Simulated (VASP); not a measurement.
# Ti (P6_3/mmc) in VASP: a series of runs

The runs below take Ti through single point, with BLYP.

All numbers are computed with VASP 6.6.1; they aren't measurements. Logs are shortened: lines on timing, memory, paths and dates and some standing lists are left out, and cuts for length are marked.

### Step 1. The cell of the first run

It takes space group P6_3/mmc (No. 194, hexagonal). Conventional cell: a = 2.922 Å, b = 2.922 Å, c = 4.627 Å, α = 90.00°, β = 90.00°, γ = 120.00°. Within 3.8 Å of Ti (site symmetry -6m2) lie 12 Ti at 2.86 to 2.92 Å.

### Step 2. Single point, BLYP (17.10 Å³/atom)

The input, INCAR:

```
SYSTEM = Ti
PREC     = Accurate       ! precision mode
ENCUT    = 520            ! plane-wave cutoff, eV
EDIFF    = 1E-6           ! SCF threshold, eV
ISMEAR   = -1             ! smearing method
SIGMA    = 0.1            ! smearing width, eV
LREAL    = .FALSE.        ! projectors in reciprocal space
LASPH    = .TRUE.         ! aspherical terms in the spheres
NELM     = 80             ! most SCF steps
ALGO     = Normal         ! electronic algorithm
ISIF     = 2              ! what is computed and relaxed
LWAVE    = .FALSE.        ! write WAVECAR
LCHARG   = .FALSE.        ! write CHGCAR
GGA      = B5             ! functional
ALDAX    = 1.0          
AGGAX    = 1.0          
AGGAC    = 1.0          
ALDAC    = 0.0          
NBANDS   = 19             ! bands
```

The input, KPOINTS:

```
regular mesh
0
G
  20 20 11
  0 0 0
```

The input, POSCAR:

```
Ti
1.0
    2.9218968506      0.0000000000      0.0000000000
   -1.4609484253      2.5304368998      0.0000000000
    0.0000000000      0.0000000000      4.6267461490
Ti
2
Direct
    0.3333333333      0.6666666667      0.2500000000
    0.6666666667      0.3333333333      0.7500000000
```

Potentials or basis: VASP PAW PBE potentials, release 64 (Ti_sv).

The run is started by

```bash
$ cat potpaw_PBE.64/Ti_sv/POTCAR > POTCAR
$ mpirun -np 1 vasp_std > vasp.out
```

OUTCAR:

```text
SYSTEM = Ti
   PREC = Accurate
   ENCUT = 520
   EDIFF = 1E-6
   ISMEAR = -1
   LREAL = .FALSE.
   LASPH = .TRUE.
   NELM = 80
   ISIF = 2
   GGA = B5

 ion  position               nearest neighbor table
   1  0.333  0.667  0.250-   2 2.86   2 2.86   2 2.86   2 2.86   2 2.86   2 2.86
   2  0.667  0.333  0.750-   1 2.86   1 2.86   1 2.86   1 2.86   1 2.86   1 2.86

  LATTYP: Found a hexagonal cell.
 ALAT       =     2.9218968506
 C/A-ratio  =     1.5834734714

  Lattice vectors:

 A1 = (   2.9218968506,   0.0000000000,   0.0000000000)
 A2 = (  -1.4609484253,   2.5304368998,   0.0000000000)
 A3 = (   0.0000000000,   0.0000000000,   4.6267461490)

Analysis of symmetry for initial positions (statically):
=====================================================================
 Subroutine PRICEL returns:
 Original cell was already a primitive cell.

 Routine SETGRP: Setting up the symmetry group for a
 hexagonal supercell.

 Subroutine GETGRP returns: Found 24 space group operations
 (whereof 12 operations were pure point group operations)
 out of a pool of 24 trial point group operations.

The static configuration has the point symmetry D_3d.
 The point group associated with its full space group is D_6h.

Analysis of symmetry for dynamics (positions and initial velocities):
=====================================================================
 Subroutine PRICEL returns:
 Original cell was already a primitive cell.

 Routine SETGRP: Setting up the symmetry group for a
 hexagonal supercell.

 Subroutine GETGRP returns: Found 24 space group operations
 (whereof 12 operations were pure point group operations)
 out of a pool of 24 trial point group operations.

The dynamic configuration has the point symmetry D_3d.
 The point group associated with its full space group is D_6h.

 Subroutine INISYM returns: Found 24 space group operations
 (whereof 12 operations are pure point group operations),
 and found     1 'primitive' translations

----------------------------------------------------------------------------------------

                                     Primitive cell

  volume of cell :      34.2087

  direct lattice vectors                    reciprocal lattice vectors
     2.921896851  0.000000000  0.000000000     0.342243430  0.197594336  0.000000000
    -1.460948425  2.530436900  0.000000000     0.000000000  0.395188673  0.000000000
     0.000000000  0.000000000  4.626746149     0.000000000  0.000000000  0.216134616

  length of vectors
     2.921896851  2.921896851  4.626746149     0.395188673  0.395188673  0.216134616

  position of ions in fractional coordinates (direct lattice)
     0.333333333  0.666666667  0.250000000
     0.666666667  0.333333333  0.750000000

  ion indices of the primitive-cell ions
   primitive index   ion index
                 1           1
                 2           2

----------------------------------------------------------------------------------------

 KPOINTS: regular mesh

Automatic generation of k-mesh.
 Grid dimensions read from file:
 generate k-points for:   20   20   11

 Generating k-lattice:

  Cartesian coordinates                     Fractional coordinates (reciprocal lattice)
     0.017112171  0.009879717  0.000000000     0.050000000  0.000000000  0.000000000
     0.000000000  0.019759434  0.000000000     0.000000000  0.050000000  0.000000000
     0.000000000  0.000000000  0.019648601     0.000000000  0.000000000  0.090909091

  Length of vectors
     0.019759434  0.019759434  0.019648601

  Shift w.r.t. Gamma in fractional coordinates (k-lattice)
     0.000000000  0.000000000  0.000000000

 Subroutine IBZKPT returns following result:
 ===========================================

 Found    264 irreducible k-points:

 Following reciprocal coordinates:
            Coordinates               Weight
  0.000000  0.000000  0.000000      1.000000
  0.050000  0.000000  0.000000      6.000000
  0.100000  0.000000  0.000000      6.000000
  0.150000  0.000000  0.000000      6.000000
  0.200000  0.000000  0.000000      6.000000
  0.250000  0.000000  0.000000      6.000000
[... 16 lines left out ...]
  0.200000  0.100000  0.000000     12.000000
  0.250000  0.100000  0.000000     12.000000
 [... further k-points ...]
   k-points           NKPTS =    264   k-points in BZ     NKDIM =    264   number of bands    NBANDS=     19
   number of dos      NEDOS =    301   number of ions     NIONS =      2
   total plane-waves  NPLWV =  20736
   dimension x,y,z NGX =    24 NGY =   24 NGZ =   36
   dimension x,y,z NGXF=    48 NGYF=   48 NGZF=   72
   ions per type =               2
   NGX,Y,Z   is equivalent  to a cutoff of  13.66, 13.66, 12.94 a.u.
   NGXF,Y,Z  is equivalent  to a cutoff of  27.31, 27.31, 25.87 a.u.
 SYSTEM =  Ti
   PREC   = accura    normal or accurate (medium, high low for compatibility)
   ISTART =      0    job   : 0-new  1-cont  2-samecut
   ICHARG =      2    charge: 1-file 2-atom 10-const
[... 43 lines left out ...]

 number of electron      23.9999999 magnetization

 Free energy of the ion-electron system (eV)
  ---------------------------------------------------
  ext. energy  EPLUGINS =         0.00000000
  ---------------------------------------------------
  free energy    TOTEN  =       -13.55840990 eV

  energy without entropy =      -13.48028948  energy(sigma->0) =      -13.51934969

 E-fermi :   8.9255     XC(G=0): -11.0314

 val. band max:        8.9218634625   @ k =   0.1500   0.0500   0.3636
 cond. band min:       8.9295908420   @ k =   0.2500   0.2500   0.4545
 fundamental gap:      0.0077273796
 Fermi energy:         8.9254920796

 k-point     1 :       0.0000    0.0000    0.0000
  band No.  band energies     occupation
      1     -47.6558      2.00000
      2     -47.5069      2.00000
      3     -24.4250      2.00000
      4     -23.7582      2.00000
      5     -23.7582      2.00000
      6     -23.6761      2.00000
[... 11 lines left out ...]
     18      10.5395      0.00000
     19      12.0850      0.00000

 k-point     2 :       0.0500    0.0000    0.0000
  band No.  band energies     occupation
      1     -47.6532      2.00000
      2     -47.5058      2.00000
      3     -24.4191      2.00000
      4     -23.7702      2.00000
      5     -23.7623      2.00000
      6     -23.6786      2.00000
[... 11 lines left out ...]
     18      10.4992      0.00000
     19      12.1071      0.00000

 k-point     3 :       0.1000    0.0000    0.0000
  band No.  band energies     occupation
      1     -47.6453      2.00000
      2     -47.5028      2.00000
      3     -24.4020      2.00000
      4     -23.8052      2.00000
      5     -23.7739      2.00000
      6     -23.7007      2.00000
[... 11 lines left out ...]
     18      10.3998      0.00000
     19      12.1642      0.00000

 k-point     4 :       0.1500    0.0000    0.0000
  band No.  band energies     occupation
      1     -47.6328      2.00000
      2     -47.4981      2.00000
      3     -24.3743      2.00000
      4     -23.8598      2.00000
      5     -23.7914      2.00000
      6     -23.7562      2.00000
[... 11 lines left out ...]
     18      10.5603      0.00000
     19      12.2378      0.00000

 k-point     5 :       0.2000    0.0000    0.0000
  band No.  band energies     occupation
      1     -47.6167      2.00000
      2     -47.4927      2.00000
      3     -24.3376      2.00000
      4     -23.9292      2.00000
      5     -23.8246      2.00000
      6     -23.8131      2.00000
[... 11 lines left out ...]
     18      10.8385      0.00000
     19      12.3115      0.00000
[... 334 lines left out ...]
      2     -47.4957      2.00000
      3     -24.3582      2.00000
      4     -23.8785      2.00000
      5     -23.8338      2.00000
      6     -23.7584      2.00000
[... 11 lines left out ...]
     18      10.7445      0.00000
     19      12.2484      0.00000

 k-point    22 :       0.1500    0.1000    0.0000
  band No.  band energies     occupation
      1     -47.6102      2.00000
      2     -47.4906      2.00000
      3     -24.3224      2.00000
      4     -23.9364      2.00000
      5     -23.8887      2.00000
      6     -23.7909      2.00000
[... 11 lines left out ...]
     18      11.0650      0.00000
     19      12.2958      0.00000

 k-point    23 :       0.2000    0.1000    0.0000
  band No.  band energies     occupation
      1     -47.5923      2.00000
      2     -47.4857      2.00000
      3     -24.2797      2.00000
      4     -24.0063      2.00000
      5     -23.9446      2.00000
      6     -23.8262      2.00000
[... 11 lines left out ...]
     18      11.4379      0.00000
     19      12.3402      0.00000

 k-point    24 :       0.2500    0.1000    0.0000
  band No.  band energies     occupation
      1     -47.5736      2.00000
      2     -47.4816      2.00000
      3     -24.2324      2.00000
      4     -24.0793      2.00000
      5     -23.9977      2.00000
      6     -23.8609      2.00000
[... 11 lines left out ...]
     18      11.8483      0.00000
     19      12.3772      0.00000

 [... further k-points ...]

------------------------ aborting loop because EDIFF is reached ----------------------------------------

  FORCE on cell =-STRESS in cart. coord.  units (eV):
  Direction    XX          YY          ZZ          XY          YZ          ZX
  --------------------------------------------------------------------------------------
  -------------------------------------------------------------------------------------
  Total        0.9669788      0.9669788      0.9771531      0.0000000     -0.0000000      0.0000000
  in kB       45.2888706     45.2888706     45.7653878      0.0000000     -0.0000000      0.0000000
  external PRESSURE =      45.4477097 kB  Pullay stress =       0.0000000 kB

 VOLUME and BASIS-vectors are now :
 -----------------------------------------------------------------------------
  energy-cutoff  :      520.00
  volume of cell :       34.21
      direct lattice vectors                 reciprocal lattice vectors
     2.921896851  0.000000000  0.000000000     0.342243430  0.197594336  0.000000000
    -1.460948425  2.530436900  0.000000000     0.000000000  0.395188673  0.000000000
     0.000000000  0.000000000  4.626746149     0.000000000  0.000000000  0.216134616

 POSITION                                       TOTAL-FORCE (eV/Angst)
 -----------------------------------------------------------------------------------
     -0.00000      1.68696      1.15669        -0.000000      0.000000      0.000000
      1.46095      0.84348      3.47006         0.000000     -0.000000      0.000000
 -----------------------------------------------------------------------------------
    total drift:                               -0.000000      0.000000     -0.000000

  FREE ENERGIE OF THE ION-ELECTRON SYSTEM (eV)
  ---------------------------------------------------
  free  energy   TOTEN  =       -13.5584099009 eV

  energy  without entropy=      -13.4802894755  energy(sigma->0) =      -13.51934969
```

Wall time 1.8 min (1 thread of AMD EPYC 9R45 (Zen 5), shared host); peak memory 0.23 GiB.

Results:

* Free energy: -13.5584 eV
* Pressure: 4.5 GPa
* Band gap on the k mesh: zero (bands 12 and 13 overlap by 1.05 eV)

Levels at points of the mesh, in eV from the Fermi level:
```
           k point  band 10  band 11  band 12  band 13  band 14  band 15
(0.00, 0.00, 0.00)    -2.66     0.75     0.75     0.86     1.06     1.25
(0.50, 0.00, 0.00)    -2.16    -1.83    -0.45     0.47     0.67     1.20
```

Caveat: the cell stands under pressure; the PAW data sets were made with another functional, which shifts forces and pressure a little.

### Step 3. Single point, BLYP

This run uses another cell than the first one, of 17.82 Å³/atom.

The input, INCAR:

```
AGGAC = 1.0
AGGAX = 1.0
ALDAC = 0.0
ALDAX = 1.0
ALGO = Normal
EDIFF = 1E-7
ENCUT = 520
GGA = B5
ISIF = 2
ISMEAR = -1
LASPH = True
LCHARG = False
LREAL = False
LWAVE = False
NBANDS = 19
NELM = 100
PREC = Accurate
SIGMA = 0.1
```

The input, KPOINTS:

```
k-points
0
Gamma
  20 20 11
```

The input, POSCAR:

```
Ti
1.0
    2.9619278092      0.0000000000      0.0000000000
   -1.4809639046      2.5651047270      0.0000000000
    0.0000000000      0.0000000000      4.6901341101
Ti
2
Direct
    0.3333333333      0.6666666667      0.2500000000
    0.6666666667      0.3333333333      0.7500000000
```

Potentials or basis: VASP PAW PBE potentials, release 64 (Ti_sv).

The run is started by

```bash
$ cat potpaw_PBE.64/Ti_sv/POTCAR > POTCAR
$ mpirun -np 1 vasp_std > vasp.out
```

Wall time 2 min (1 thread of AMD EPYC 9R45 (Zen 5), shared host); peak memory 0.24 GiB.

The run converged. Its results:

```
Free energy            : -13.5784 eV
Pressure               : 0.0 GPa
Band gap on the k mesh : zero (bands 12 and 13 overlap by 1.04 eV)
```

Levels at points of the mesh, in eV from the Fermi level:
| k point | band 8 | band 9 | band 10 | band 11 | band 12 | band 13 | band 14 | band 15 | band 16 | band 17 |
| --- | --- | --- | --- | --- | --- | --- | --- | --- | --- | --- |
| (0.00, 0.00, 0.00) | -32.68 | -5.92 | -2.56 | 0.73 | 0.73 | 0.83 | 0.95 | 1.20 | 1.20 | 1.54 |
| (0.50, 0.00, 0.00) | -32.75 | -2.22 | -2.04 | -1.72 | -0.49 | 0.46 | 0.64 | 1.14 | 3.16 | 3.39 |

Caveat: the PAW data sets were made with another functional, which shifts forces and pressure a little.

### Step 4. Single point, BLYP (18.53 Å³/atom)

This run uses another cell than the first one, of 18.53 Å³/atom.

The input, INCAR:

```
PREC = Accurate ; ENCUT = 520
EDIFF = 1E-6 ; ISMEAR = -1
SIGMA = 0.1 ; LREAL = F
LASPH = T ; NELM = 100
ALGO = Normal ; ISIF = 2
LWAVE = F ; LCHARG = F
GGA = B5 ; ALDAX = 1.0
AGGAX = 1.0 ; AGGAC = 1.0
ALDAC = 0.0 ; NBANDS = 19
```

The input, KPOINTS:

```
Automatic mesh
0
Gamma
  20 20 11
```

The input, POSCAR:

```
Ti
1.0
    3.0009050134      0.0000000000      0.0000000000
   -1.5004525067      2.5988599759      0.0000000000
    0.0000000000      0.0000000000      4.7518534788
Ti
2
Direct
    0.3333333333      0.6666666667      0.2500000000
    0.6666666667      0.3333333333      0.7500000000
```

The run is started by

```bash
$ cat potpaw_PBE.64/Ti_sv/POTCAR > POTCAR
$ mpirun -np 1 vasp_std > vasp.out
```

It took 1.9 min on 1 thread of AMD EPYC 9R45 (Zen 5), shared host; peak memory 0.23 GiB.

It converged, with:

```
Free energy            : -13.5614 eV
Pressure               : -3.8 GPa
Band gap on the k mesh : zero (bands 12 and 13 overlap by 0.97 eV)
```

Stress tensor (GPa, compression positive):
```
-3.73  0.00  0.00
 0.00 -3.73  0.00
 0.00  0.00 -3.89
```

Levels at points of the mesh, in eV from the Fermi level:
| k point | band 9 | band 10 | band 11 | band 12 | band 13 | band 14 | band 15 | band 16 |
| --- | --- | --- | --- | --- | --- | --- | --- | --- |
| (0.00, 0.00, 0.00) | -5.83 | -2.47 | 0.70 | 0.70 | 0.80 | 0.85 | 1.15 | 1.15 |
| (0.50, 0.00, 0.00) | -2.17 | -1.93 | -1.63 | -0.53 | 0.45 | 0.60 | 1.08 | 3.01 |

Caveat: the cell stands under tension; the PAW data sets were made with another functional, which shifts forces and pressure a little.

### Step 5. Single point, BLYP, collinear spin

This run uses another cell than the first one, of 17.80 Å³/atom.

The input, INCAR:

```
PREC     = Accurate       # precision mode
ENCUT    = 500            # plane-wave cutoff, eV
EDIFF    = 1E-6           # SCF threshold, eV
ISMEAR   = -1             # smearing method
SIGMA    = 0.1            # smearing width, eV
LREAL    = False          # projectors in reciprocal space
LASPH    = True           # aspherical terms in the spheres
NELM     = 200            # most SCF steps
ALGO     = Normal         # electronic algorithm
ISIF     = 2              # what is computed and relaxed
LWAVE    = False          # write WAVECAR
LCHARG   = False          # write CHGCAR
ISPIN    = 2              # spin polarisation
MAGMOM   = 1 1            # initial moments
LORBIT   = 11             # projections on sites
LMAXMIX  = 4              # l up to which the mixer works
GGA      = B5             # functional
ALDAX    = 1.0          
AGGAX    = 1.0          
AGGAC    = 1.0          
ALDAC    = 0.0          
NBANDS   = 23             # bands
GGA_COMPAT= False
```

The input, KPOINTS:

```
regular mesh
0
Gamma
  6 6 4
```

The input, POSCAR:

```
Ti
1.0
    2.9609664028      0.0000000000      0.0000000000
   -1.4804832014      2.5642721246      0.0000000000
    0.0000000000      0.0000000000      4.6877870550
Ti
2
Direct
    0.3333333333      0.6666666667      0.2500000000
    0.6666666667      0.3333333333      0.7500000000
```

The run is started by

```bash
$ cat potpaw_PBE.64/Ti_sv/POTCAR > POTCAR
$ mpirun -np 1 vasp_std > vasp.out
```

Wall time 20 s (1 thread of Intel Xeon 6975P-C (Granite Rapids), shared host); peak memory 0.17 GiB.

Results (log left out):

```
Free energy                                           : -13.5739 eV
Pressure                                              : 0.0 GPa
Band gap on the k mesh                                : zero (filled and empty bands overlap)
Net moment                                            : 0.00 μB per cell
Valence electrons inside the program's atomic spheres : Ti 10.28
```

Stress tensor (GPa, compression positive):
```
-0.23  0.00  0.00
 0.00 -0.23  0.00
 0.00  0.00  0.55
```

Levels at points of the mesh, in eV from the Fermi level:
Spin up:
| k point | band 8 | band 9 | band 10 | band 11 | band 12 | band 13 | band 14 | band 15 | band 16 | band 17 |
| --- | --- | --- | --- | --- | --- | --- | --- | --- | --- | --- |
| (0.00, 0.00, 0.00) | -32.71 | -5.95 | -2.59 | 0.70 | 0.70 | 0.81 | 0.92 | 1.17 | 1.17 | 1.52 |
| (0.50, 0.00, 0.00) | -32.77 | -2.25 | -2.07 | -1.75 | -0.52 | 0.44 | 0.61 | 1.11 | 3.14 | 3.36 |
| (0.00, 0.00, 0.50) | -32.75 | -4.14 | -4.14 | 0.07 | 0.07 | 0.61 | 0.61 | 0.61 | 0.61 | 2.64 |
| (0.50, 0.00, 0.50) | -32.85 | -2.42 | -2.42 | -0.80 | -0.80 | 1.38 | 1.38 | 1.63 | 1.63 | 3.27 |
Spin down:
```
           k point  band 9  band 10  band 11  band 12  band 13  band 14  band 15  band 16
(0.00, 0.00, 0.00)   -5.95    -2.59     0.70     0.70     0.81     0.92     1.17     1.17
(0.50, 0.00, 0.00)   -2.25    -2.07    -1.75    -0.52     0.44     0.61     1.11     3.14
(0.00, 0.00, 0.50)   -4.14    -4.14     0.07     0.07     0.61     0.61     0.61     0.61
(0.50, 0.00, 0.50)   -2.42    -2.42    -0.80    -0.80     1.38     1.38     1.63     1.63
```

Caveat: the k points lie up to 0.41 Å⁻¹ apart, too coarse for converged energies and pressures of a metal; the PAW data sets were made with another functional, which shifts forces and pressure a little.

### Step 6. Summary

```tsv
spin	cell	k mesh	cutoff (eV)	gap on the mesh (eV)	pressure (GPa)
off	a = 2.922, b = 2.922, c = 4.627 Å, angles 90.0, 90.0, 120.0°, 2 atoms	20 × 20 × 11	520	none	4.5
off	a = 2.962, b = 2.962, c = 4.690 Å, angles 90.0, 90.0, 120.0°, 2 atoms	20 × 20 × 11	520	none	0.0
off	a = 3.001, b = 3.001, c = 4.752 Å, angles 90.0, 90.0, 120.0°, 2 atoms	20 × 20 × 11	520	none	-3.8
collinear	a = 2.961, b = 2.961, c = 4.688 Å, angles 90.0, 90.0, 120.0°, 2 atoms	6 × 6 × 4	500	none	0.0
```

Alike in all rows: task single point; level BLYP; potentials or basis VASP PAW PBE potentials, release 64 (Ti_sv); smearing fermi-dirac 0.1 eV.

Caveats: some runs use coarse meshes; the PAW data sets were made with another functional, which shifts forces and pressure a little; the cell stands under pressure (at least some runs); the cell stands under tension (at least some runs).

Absolute energies hang on the potentials; compare differences alone.
